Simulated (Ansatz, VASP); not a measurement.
## Pt in VASP and in Ansatz

```
CELL_PARAMETERS angstrom
2.70829 0.00000 0.00000
-1.35415 2.34545 0.00000
0.00000 0.00000 9.35302
ATOMIC_POSITIONS crystal
Pt 0.60204 0.30008 0.37500
Pt 0.60204 0.30008 0.87500
Pt 0.39796 0.69992 0.12500
Pt 0.39796 0.69992 0.62500
```

Change from the starting cell: mode 1 frozen in at -0.130 Å and mode 2 at -0.078 Å (largest displacements).

Alike in both runs: task single point; functional LDA; k mesh 18 × 18 × 6; occupations gaussian, width 0.15 eV; no spin polarisation.

```csv
,VASP,Ansatz
version,VASP 6.6.1,Ansatz 0.2.0
potentials or method,"VASP PAW LDA potentials, release 64 (Pt), cutoff 520 eV","scalar-relativistic, plane waves, PAW"
valence electrons in the cell,40,72
```

Ansatz gave:

```
gap on the k mesh at the Fermi level (eV)                     : none
pressure (GPa)                                                : 0.5
traceless stress, the component that is largest in VASP (GPa) : 0.60
rms of the force components (eV/Å)                            : 0.105
```

Question: What did VASP give for the same quantities?

Answer: gap on the k mesh at the Fermi level (eV): none; pressure (GPa): 1.3; traceless stress, the component that is largest in VASP (GPa): 0.36; rms of the force components (eV/Å): 0.099.

Ansatz warns that its potentials were made for another functional, while VASP's fit it. LDA's correlation is that of Perdew and Zunger in VASP and of Perdew and Wang (1992) in Ansatz. Atom by atom the forces differ by 0.006 eV/Å (rms over components). A gap of «none» marks a metal or a gap that the smearing closes. VASP's potentials hold 40 valence electrons a cell and Ansatz's 72, so a difference there can come from the potentials and not from the codes.

Neither program's run includes spin-orbit coupling.
